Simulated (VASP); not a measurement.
Set up this calculation in VASP 6.6.1, as the native input.

```
Task                   : relaxation of cell and atoms
Functional             : PBEsol
Potentials or basis    : VASP PAW PBE potentials, release 64 (Rh_pv)
Cutoff                 : 500 eV
k mesh                 : 18 × 18 × 18
Occupations            : gaussian, width 0.1 eV
Spin                   : no spin polarisation
Dipole correction      : no
Further INCAR settings : ALGO = Normal; EDIFF = 1e-07; IBRION = 2; EDIFFG = -0.01; NSW = 100; ISIF = 3
```

The structure of Rh lies in POSCAR:

```
Rh
1.0
    0.0000000000      2.7125513282      2.7125513282
    2.7125513282      0.0000000000      2.7125513282
    2.7125513282      2.7125513282      0.0000000000
Rh
2
Direct
    0.0000000000      0.0000000000      0.0000000000
    0.2500000000      0.2500000000      0.2500000000
```

This isn't the form of Rh at room conditions, which is fcc.

These files were run (other wordings do the same):

INCAR

```
SYSTEM = Rh
PREC     = Accurate       ! precision mode
ENCUT    = 500            ! plane-wave cutoff, eV
EDIFF    = 1E-7           ! SCF threshold, eV
ISMEAR   = 0              ! smearing method
SIGMA    = 0.1            ! smearing width, eV
LREAL    = .False.        ! projectors in reciprocal space
LASPH    = .True.         ! aspherical terms in the spheres
NELM     = 120            ! most SCF steps
ALGO     = Normal         ! electronic algorithm
ISIF     = 3              ! what is computed and relaxed
LWAVE    = .False.        ! write WAVECAR
LCHARG   = .False.        ! write CHGCAR
GGA      = PS             ! functional
IBRION   = 2              ! ionic algorithm
NSW      = 100            ! ionic steps
EDIFFG   = -0.01          ! ionic threshold
GGA_COMPAT= .False.      
NELMIN   = 4
```

KPOINTS

```
Automatic mesh
0
Gamma
  18 18 18
  0 0 0
```

Potentials or basis: VASP PAW PBE potentials, release 64 (Rh_pv).

Launch:

```sh
$ cat potpaw_PBE.64/Rh_pv/POTCAR > POTCAR
$ mpirun -np 1 vasp_std > vasp.out
```

It gave:

The relaxed volume is 20.06 Å³/atom and the relaxed cell is a = 3.842 Å, b = 3.842 Å, c = 3.842 Å, α = 60.00°, β = 60.00°, γ = 60.00°. The space group after relaxing (to 0.1 Å) is Fd-3m (No. 227). The energy gained by relaxing is 0.2 meV/atom and the ionic steps are 3. The pressure after relaxing is 0.0 GPa and the band gap on the k mesh is zero (bands 15 and 16 overlap by 1.27 eV).

Caveat: the PAW data sets were made with another functional, which shifts forces and pressure a little.

Run time: 2.5 min on 1 thread of Intel(R) Xeon(R) Platinum 8488C (Sapphire Rapids), with other jobs on the host, peak memory 0.24 GiB.
